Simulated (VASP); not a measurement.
# Si31C in VASP: single point with PBEsol

Aim: the single point of Si31C with PBEsol.

Program: VASP 6.6.1. These are calculated values, not measurements. Logs are shortened: lines on timing, memory, paths and dates and some standing lists are left out, and cuts for length are marked.

### 1 The cell of the first run

The typed cell holds 64 atoms: a = 10.747 Å, b = 10.747 Å, c = 10.747 Å, α = 90.00°, β = 90.00°, γ = 90.00°.

### 2 Single point, PBEsol

INCAR

```
ALGO     = Normal         # electronic algorithm
EDIFF    = 1E-6           # SCF threshold, eV
ENCUT    = 520            # plane-wave cutoff, eV
GGA      = PS             # functional
ISIF     = 2              # what is computed and relaxed
ISMEAR   = -1             # smearing method
LASPH    = T              # aspherical terms in the spheres
LCHARG   = T              # write CHGCAR
LELF     = T              # ELF
LREAL    = Auto         
LVHAR    = T            
LWAVE    = F              # write WAVECAR
NBANDS   = 166            # bands
NELM     = 80             # most SCF steps
PREC     = Accurate       # precision mode
SIGMA    = 0.05           # smearing width, eV
```

KPOINTS

```
Automatic mesh
0
Gamma
  1 1 1
  0.5 0.5 0.5
```

POSCAR

```
Si31C
1.0
   10.7471458219      0.0000000000      0.0000000000
    0.0000000000     10.7471458219      0.0000000000
    0.0000000000      0.0000000000     10.7471458219
Si C
62 2
Direct
    0.9975280000      0.9936650000      0.9974210000
    0.9999100000      0.0002920000      0.4998380000
    0.9994640000      0.4999380000      0.9994310000
    0.0161980000      0.5175700000      0.5160880000
    0.4999140000      0.0003150000      0.9998220000
    0.4975480000      0.9936650000      0.4973910000
    0.5161820000      0.5175510000      0.0160720000
    0.4994810000      0.4999240000      0.4994120000
    0.1251970000      0.1250610000      0.1250170000
    0.1250980000      0.1250330000      0.6251200000
    0.1250940000      0.6250540000      0.1251260000
    0.6251000000      0.1250480000      0.1251240000
    0.6251820000      0.1250630000      0.6250180000
    0.6250700000      0.6250600000      0.6251310000
    0.2527690000      0.2564680000      0.9973320000
    0.2503500000      0.2497350000      0.4998600000
    0.2507900000      0.7501130000      0.9994380000
    0.2341530000      0.7325760000      0.5159920000
    0.7503520000      0.2497600000      0.9998710000
    0.7527990000      0.2564700000      0.4973660000
    0.7341260000      0.7325410000      0.0160420000
    0.7507700000      0.7501080000      0.4994360000
    0.3812250000      0.3811300000      0.1251740000
    0.3690070000      0.3810920000      0.6248710000
    0.3813050000      0.8689420000      0.1248640000
    0.3690190000      0.8690220000      0.6251510000
    0.8690230000      0.3810890000      0.1249070000
    0.8812500000      0.3811560000      0.6252010000
    0.8690020000      0.8689960000      0.1251760000
    0.8812680000      0.8689450000      0.6248730000
    0.2528380000      0.9936690000      0.2526430000
    0.2503680000      0.0002600000      0.7502900000
    0.2507820000      0.4998960000      0.2507190000
    0.2341250000      0.5175910000      0.7339850000
    0.7503900000      0.0002870000      0.2502920000
    0.7528080000      0.9936670000      0.7526630000
    0.7341540000      0.5175850000      0.2340190000
    0.7507820000      0.4999280000      0.7507250000
    0.3751630000      0.1238340000      0.3750520000
    0.3751540000      0.1262690000      0.8750120000
    0.3751720000      0.6257150000      0.3750090000
    0.3751510000      0.6243380000      0.8750630000
    0.8751750000      0.1262780000      0.3750350000
    0.8751450000      0.1238280000      0.8750670000
    0.8751540000      0.6243480000      0.3750660000
    0.8751670000      0.6257520000      0.8750250000
    0.9975620000      0.2564330000      0.2526810000
    0.9998730000      0.2498540000      0.7502990000
    0.9994400000      0.7502360000      0.2507310000
    0.0162210000      0.7325450000      0.7340030000
    0.4998770000      0.2498710000      0.2502920000
    0.4975440000      0.2564370000      0.7526680000
    0.5162280000      0.7325180000      0.2340110000
    0.4994210000      0.7502430000      0.7507310000
    0.1253260000      0.3810880000      0.3812150000
    0.1249510000      0.3811960000      0.8688970000
    0.1249900000      0.8690440000      0.3811310000
    0.1253280000      0.8689490000      0.8689680000
    0.6249890000      0.3811720000      0.3689130000
    0.6253270000      0.3810920000      0.8811960000
    0.6253460000      0.8689540000      0.3689420000
    0.6249770000      0.8690150000      0.8811610000
    0.1251820000      0.6250900000      0.6250110000
    0.6251930000      0.6250440000      0.1250200000
```

Potentials or basis: VASP PAW PBE potentials, release 64 (Si, C).

Run with:

```sh
$ cat potpaw_PBE.64/Si/POTCAR potpaw_PBE.64/C/POTCAR > POTCAR
$ mpirun -np 1 vasp_std > vasp.out
```

OUTCAR:

```text
EDIFF = 1E-6
   ENCUT = 520
   GGA = PS
   ISIF = 2
   ISMEAR = -1
   LASPH = T
   LREAL = Auto
   NELM = 80
   PREC = Accurate

 ion  position               nearest neighbor table
   1  0.998  0.994  0.997-  44 2.33  29 2.36  58 2.36   9 2.40
   2  1.000  0.000  0.500-  10 2.33  30 2.33  57 2.33  43 2.33
   3  0.999  0.500  0.999-  46 2.32  27 2.33  56 2.33  11 2.34
   4  0.016  0.518  0.516-  63 2.02  28 2.37  55 2.37  45 2.43
   5  0.500  0.000  1.000-  12 2.33  62 2.33  25 2.33  40 2.33
   6  0.498  0.994  0.497-  39 2.33  26 2.36  61 2.36  13 2.40
[... 56 lines left out ...]
  63  0.125  0.625  0.625-  50 2.02  34 2.02   4 2.02  18 2.02
  64  0.625  0.625  0.125-  21 2.02  37 2.02  53 2.02   7 2.02

  LATTYP: Found a simple cubic cell.
 ALAT       =    10.7471458219

  Lattice vectors:

 A1 = (  10.7471458219,   0.0000000000,   0.0000000000)
 A2 = (   0.0000000000,  10.7471458219,   0.0000000000)
 A3 = (   0.0000000000,   0.0000000000,  10.7471458219)

Analysis of symmetry for initial positions (statically):
=====================================================================
 Subroutine PRICEL returns:
 Original cell was already a primitive cell.

 Routine SETGRP: Setting up the symmetry group for a
 simple cubic supercell.

 Subroutine GETGRP returns: Found  1 space group operations
 (whereof  1 operations were pure point group operations)
 out of a pool of 48 trial point group operations.

The static configuration has the point symmetry C_1 .

Analysis of symmetry for dynamics (positions and initial velocities):
=====================================================================
 Subroutine PRICEL returns:
 Original cell was already a primitive cell.

 Routine SETGRP: Setting up the symmetry group for a
 simple cubic supercell.

 Subroutine GETGRP returns: Found  1 space group operations
 (whereof  1 operations were pure point group operations)
 out of a pool of 48 trial point group operations.

The dynamic configuration has the point symmetry C_1 .

 Subroutine INISYM returns: Found  1 space group operations
 (whereof  1 operations are pure point group operations),
 and found     1 'primitive' translations

----------------------------------------------------------------------------------------

                                     Primitive cell

  volume of cell :    1241.3076

  direct lattice vectors                    reciprocal lattice vectors
    10.747145822  0.000000000  0.000000000     0.093047961  0.000000000  0.000000000
     0.000000000 10.747145822  0.000000000     0.000000000  0.093047961  0.000000000
     0.000000000  0.000000000 10.747145822     0.000000000  0.000000000  0.093047961

  length of vectors
    10.747145822 10.747145822 10.747145822     0.093047961  0.093047961  0.093047961

  position of ions in fractional coordinates (direct lattice)
     0.997528000  0.993665000  0.997421000
     0.999910000  0.000292000  0.499838000
     0.999464000  0.499938000  0.999431000
     0.016198000  0.517570000  0.516088000
     0.499914000  0.000315000  0.999822000
     0.497548000  0.993665000  0.497391000
[... 56 lines left out ...]
     0.125182000  0.625090000  0.625011000
     0.625193000  0.625044000  0.125020000

  ion indices of the primitive-cell ions
   primitive index   ion index
                 1           1
                 2           2
                 3           3
                 4           4
                 5           5
                 6           6
[... 56 lines left out ...]
                63          63
                64          64

----------------------------------------------------------------------------------------

 KPOINTS: Automatic mesh

Automatic generation of k-mesh.
 Grid dimensions read from file:
 generate k-points for:    1    1    1

 Generating k-lattice:

  Cartesian coordinates                     Fractional coordinates (reciprocal lattice)
     0.093047961  0.000000000  0.000000000     1.000000000  0.000000000  0.000000000
     0.000000000  0.093047961  0.000000000     0.000000000  1.000000000  0.000000000
     0.000000000  0.000000000  0.093047961     0.000000000  0.000000000  1.000000000

  Length of vectors
     0.093047961  0.093047961  0.093047961

  Shift w.r.t. Gamma in fractional coordinates (k-lattice)
     0.500000000  0.500000000  0.500000000

 Subroutine IBZKPT returns following result:
 ===========================================

 Found      1 irreducible k-points:

 Following reciprocal coordinates:
            Coordinates               Weight
  0.500000  0.500000  0.500000      1.000000
   k-points           NKPTS =      1   k-points in BZ     NKDIM =      1   number of bands    NBANDS=    166
   number of dos      NEDOS =    301   number of ions     NIONS =     64
   total plane-waves  NPLWV = 512000
   dimension x,y,z NGX =    80 NGY =   80 NGZ =   80
   dimension x,y,z NGXF=   160 NGYF=  160 NGZF=  160
   ions per type =              62   2
   NGX,Y,Z   is equivalent  to a cutoff of  12.38, 12.38, 12.38 a.u.
   NGXF,Y,Z  is equivalent  to a cutoff of  24.75, 24.75, 24.75 a.u.
 SYSTEM =  unknown system
   PREC   = accura    normal or accurate (medium, high low for compatibility)
   ISTART =      0    job   : 0-new  1-cont  2-samecut
   ICHARG =      2    charge: 1-file 2-atom 10-const
   ISPIN  =      1    spin polarized calculation?
   LNONCOLLINEAR =      F non collinear calculations
   LSORBIT =      F    spin-orbit coupling
   LASPH  =      T    aspherical Exc in radial PAW
   ENCUT  =  520.0 eV  38.22 Ry    6.18 a.u.  19.98 19.98 19.98*2*pi/ulx,y,z
   NELM   =     80;   NELMIN=  2; NELMDL= -5     # of ELM steps
   EDIFF  = 0.1E-05   stopping-criterion for ELM
   LREAL  =      T    real-space projection
   EDIFFG = 0.1E-04   stopping-criterion for IOM
   NSW    =      0    number of steps for IOM
   IBRION =     -1    ionic relax: 0-MD 1-quasi-New 2-CG
   NFREE  =      0    steps in history (QN), initial steepest desc. (CG)
   ISIF   =      2    stress and relaxation
   ISYM   =      2    0-nonsym 1-usesym 2-fastsym
   POTIM  = 0.5000    time-step for ionic-motion
   TEBEG  =    0.0;   TEEND  =   0.0 temperature during run
   PSTRESS=    0.0 pullay stress
   NELECT =     256.0000    total number of electrons
   NUPDOWN=      -1.0000    fix difference up-down
   EMIN   =  10.00;   EMAX   =-10.00  energy-range for DOS
   EFERMI =   0.00;   METHOD = LEGACY
   ISMEAR =    -1;   SIGMA  =   0.05  broadening in eV -4-tet -1-fermi 0-gaus
   EFERMI_NEDOS =   21; number of points for ismear=-14 and -15
   IALGO  =     38    algorithm
   IMIX   =      4    mixing-type and parameters
     AMIX     =   0.40;   BMIX     =  1.00
     AMIX_MAG =   1.60;   BMIX_MAG =  1.00
  volume/ion in A,a.u.               =      19.40       130.89
  Fermi-wavevector in a.u.,A,eV,Ry     =   0.967227  1.827794 12.728628  0.935528
  Thomas-Fermi vector in A             =   2.097095
   LORBIT       =      0    0 simple, 1 ext, 2 COOP (PROOUT), +10 PAW based schemes
   GGA     = PS    functional components
   LHFCALC =     F    Hartree Fock is set to
   AEXX    =    0.0000 exact exchange contribution
   IVDW    =     0    specifies the selected vdW correction
   LEPSILON=     F    determine dielectric tensor
   LRPA    =     F    only Hartree local field effects (RPA)
 non-spin polarized calculation
  energy-cutoff  :      520.00
  volume of cell :     1241.31
 maximum number of plane-waves:     33552
 NGX is ok and might be reduce to    80
   NGX = 39   NGY = 39   NGZ = 39

 number of electron     256.0000038 magnetization

 Free energy of the ion-electron system (eV)
  ---------------------------------------------------
  ext. energy  EPLUGINS =         0.00000000
  ---------------------------------------------------
  free energy    TOTEN  =      -367.10360715 eV

  energy without entropy =     -367.10357387  energy(sigma->0) =     -367.10359051

 E-fermi :   6.0487     XC(G=0):  -9.6224

 val. band max:        5.4211375790   @ k =   0.5000   0.5000   0.5000
 cond. band min:       6.6488686315   @ k =   0.5000   0.5000   0.5000
 fundamental gap:      1.2277310524
 Fermi energy:         6.0487138638

 k-point     1 :       0.5000    0.5000    0.5000
  band No.  band energies     occupation
      1      -6.8638      2.00000
      2      -6.8635      2.00000
      3      -5.3064      2.00000
      4      -5.3063      2.00000
      5      -5.2942      2.00000
      6      -5.2941      2.00000
[... 132 lines left out ...]
    139       7.3628      0.00000
    140       7.3629      0.00000
 [bands above 140 left out]

------------------------ aborting loop because EDIFF is reached ----------------------------------------

  FORCE on cell =-STRESS in cart. coord.  units (eV):
  Direction    XX          YY          ZZ          XY          YZ          ZX
  --------------------------------------------------------------------------------------
  -------------------------------------------------------------------------------------
  Total        1.4250167     -0.0506119      1.4216680      0.0025994     -0.0023664     -0.0009167
  in kB        1.8392938     -0.0653256      1.8349716      0.0033551     -0.0030544     -0.0011833
  external PRESSURE =       1.2029799 kB  Pullay stress =       0.0000000 kB

 VOLUME and BASIS-vectors are now :
 -----------------------------------------------------------------------------
  energy-cutoff  :      520.00
  volume of cell :     1241.31
      direct lattice vectors                 reciprocal lattice vectors
    10.747145822  0.000000000  0.000000000     0.093047961  0.000000000  0.000000000
     0.000000000 10.747145822  0.000000000     0.000000000  0.093047961  0.000000000
     0.000000000  0.000000000 10.747145822     0.000000000  0.000000000  0.093047961

 POSITION                                       TOTAL-FORCE (eV/Angst)
 -----------------------------------------------------------------------------------
     10.72058     10.67906     10.71943         0.001296     -0.002339     -0.000514
     10.74618      0.00314      5.37183         0.000282      0.000839     -0.000078
     10.74139      5.37291     10.74103         0.005917      0.001336      0.004311
      0.17408      5.56240      5.54647        -0.004332     -0.002740     -0.004934
      5.37265      0.00339     10.74523         0.000335     -0.000217      0.001263
      5.34722     10.67906      5.34553         0.001430     -0.001064     -0.000256
[... 56 lines left out ...]
      1.34535      6.71793      6.71708         0.001956      0.000075     -0.000224
      6.71904      6.71744      1.34361         0.001762      0.001110      0.001413
 -----------------------------------------------------------------------------------
    total drift:                               -0.016286     -0.007966     -0.007122

  FREE ENERGIE OF THE ION-ELECTRON SYSTEM (eV)
  ---------------------------------------------------
  free  energy   TOTEN  =      -367.1036071450 eV

  energy  without entropy=     -367.1035738670  energy(sigma->0) =     -367.10359051
```

It took 4.4 min on 1 thread of Intel Xeon Platinum 8488C (Sapphire Rapids), shared host; peak memory 0.96 GiB.

Results:

```
Free energy            : -367.1036 eV
Pressure               : 0.1 GPa
Largest force          : 0.011 eV/Å
Band gap on the k mesh : 1.23 eV
```

Forces in eV/Å, atoms in the order of the input:
```
Si   0.001 -0.002 -0.001
Si   0.000  0.001  0.000
Si   0.006  0.001  0.004
Si  -0.004 -0.003 -0.005
Si   0.000  0.000  0.001
Si   0.001 -0.001  0.000
Si  -0.003 -0.003 -0.004
Si   0.005  0.001  0.006
Si  -0.002  0.000  0.000
Si   0.000  0.000 -0.002
Si   0.000 -0.001 -0.002
Si   0.000  0.000 -0.003
Si  -0.001  0.000  0.000
Si   0.001 -0.001 -0.003
Si   0.000  0.002  0.001
Si  -0.001  0.001  0.000
Si  -0.007  0.000  0.006
Si   0.004  0.003 -0.004
Si  -0.001  0.000  0.000
Si  -0.001  0.001  0.001
Si   0.005  0.006 -0.007
Si  -0.006  0.000  0.006
Si   0.002  0.001  0.002
Si   0.000  0.001  0.000
Si   0.001  0.000 -0.001
Si  -0.001 -0.003  0.004
Si   0.000  0.002 -0.001
Si   0.001  0.001  0.002
Si   0.000 -0.001  0.003
Si   0.002 -0.001 -0.002
Si   0.000 -0.001  0.001
Si  -0.002  0.002 -0.001
Si  -0.006  0.002 -0.005
Si   0.007 -0.005  0.005
Si  -0.003  0.001 -0.001
Si  -0.001 -0.002  0.001
Si   0.005 -0.006  0.004
Si  -0.005  0.002 -0.005
Si  -0.002  0.008  0.000
Si  -0.001 -0.008  0.001
Si  -0.001  0.000  0.001
Si  -0.003  0.002 -0.001
Si  -0.001 -0.009  0.000
Si  -0.001  0.009  0.000
Si  -0.001  0.002  0.001
Si  -0.001 -0.002  0.001
Si   0.000  0.002  0.000
Si   0.001 -0.002 -0.002
Si   0.007 -0.004 -0.007
Si  -0.006  0.004  0.005
Si   0.002 -0.002 -0.001
Si  -0.001  0.002  0.000
Si  -0.006  0.004  0.004
Si   0.008 -0.004 -0.007
Si   0.002  0.002  0.001
Si  -0.001  0.000  0.002
Si  -0.001 -0.002  0.002
Si   0.002 -0.002 -0.002
Si  -0.002  0.001  0.002
Si   0.001  0.002  0.001
Si   0.001 -0.003 -0.001
Si   0.000 -0.001  0.001
C    0.002  0.000  0.000
C    0.002  0.001  0.001
```

Levels at points of the mesh, in eV from the valence-band top:
| k point | band 124 | band 125 | band 126 | band 127 | band 128 | band 129 | band 130 | band 131 | band 132 | band 133 |
| --- | --- | --- | --- | --- | --- | --- | --- | --- | --- | --- |
| (0.50, 0.50, 0.50) | -0.08 | -0.06 | -0.06 | 0.00 | 0.00 | 1.23 | 1.23 | 1.73 | 1.73 | 1.81 |

Caveat: the k points lie up to 0.58 Å⁻¹ apart; the PAW data sets were made with another functional, which shifts forces and pressure a little. PBEsol gaps usually lie below the measured ones, often by a third to a half.
